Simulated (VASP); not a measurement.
Input of a VASP 6.6.1 run:

INCAR

```
ALGO = Normal
EDIFF = 1E-6
EDIFFG = -0.03
ENCUT = 600
GGA = PE
IBRION = 2
ISIF = 3
ISMEAR = -1
LASPH = T
LCHARG = F
LREAL = F
LWAVE = F
NELM = 100
NSW = 80
PREC = Accurate
SIGMA = 0.1
```

File KPOINTS:

```
k-points
0
Gamma
  14 14 8
```

POSCAR

```
Os
1.0
    2.7664790000      0.0000000000      0.0000000000
   -1.3832400000      2.3958450000      0.0000000000
    0.0000000000      0.0000000000      4.3683170000
Os
2
Direct
    0.3333000000      0.6667000000      0.2500000000
    0.6666000000      0.3333000000      0.7500000000
```

Potentials or basis: VASP PAW PBE potentials, release 64 (Os).

Launch:

```sh
$ cat potpaw_PBE.64/Os/POTCAR > POTCAR
$ mpirun -np 1 vasp_std > vasp.out
```

Question: Estimate the relaxed volume.

Answer: 14.29 Å³/atom.

Question: Estimate the space group after relaxing (to 0.05 Å).

Answer: P6_3/mmc (No. 194).

Stress tensor (GPa, compression positive):
```
-0.05  0.00  0.00
 0.00 -0.05  0.00
 0.00  0.00 -0.31
```
